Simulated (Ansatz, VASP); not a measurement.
**Two plane-wave programs on SnTe**

The input INCAR:

```
SYSTEM = SnTe
PREC = Accurate
ENCUT = 520
EDIFF = 1E-6
ISMEAR = 0
SIGMA = 0.01
LREAL = .FALSE.
LASPH = .TRUE.
NELM = 80
ALGO = Normal
ISIF = 2
LWAVE = .FALSE.
LCHARG = .FALSE.
GGA = PE
NBANDS = 17
```

File KPOINTS:

```
regular mesh
0
G
  10 10 10
  0 0 0
```

POSCAR

```
SnTe
1.0
    0.0000000000      3.2064870538      3.2064870538
    3.2064870538      0.0000000000      3.2064870538
    3.2064870538      3.2064870538      0.0000000000
Sn Te
1 1
Direct
    0.0000000000      0.0000000000      0.0000000000
    0.5000000000      0.5000000000      0.5000000000
```

Input for Ansatz:

```yaml
crystal:
  lattice:
    - [0.0, 3.206487061, 3.206487061]
    - [3.206487061, 0.0, 3.206487061]
    - [3.206487061, 3.206487061, 0.0]
  atoms:
    - { symbol: Sn, position: [0.0, 0.0, 0.0] }
    - { symbol: Te, position: [0.5, 0.5, 0.5] }
basis:
  ecutwfc: 420
kpoints:
  mp_grid: { grid: [10, 10, 10] }
  band_path: { path: [VBM, CBM], npoints: 2 }
hamiltonian:
  xc: pbe
scf:
  occupations: { method: gaussian, width: 0.01 }
output:
  forces: false
  stress: false
  eigenvalues: true
checkpoint:
  read: start.run
  write: ck
  compress: false
  write_wavefunctions: false
  write_every: 100000
```

Alike in both runs: task single point; functional PBE; k mesh 10 × 10 × 10; occupations gaussian, width 0.01 eV; no spin polarisation.

```csv
,VASP,Ansatz
version,VASP 6.6.1,Ansatz 0.2.0
potentials or method,"VASP PAW PBE potentials, release 64 (Sn_d, Te), cutoff 520 eV","scalar-relativistic, plane waves, PAW"
valence electrons in the cell,20,30
```

|  | VASP | Ansatz | Ansatz less VASP |
| --- | --- | --- | --- |
| gap on the k mesh at the Fermi level (eV) | 0.06 | 0.06 | 0.000 |
| least direct gap on the mesh (eV) | 0.06 | 0.06 | 0.000 |

VASP's potentials hold 20 valence electrons a cell and Ansatz's 30, so a difference there can come from the potentials and not from the codes.

Neither program's run includes spin-orbit coupling.
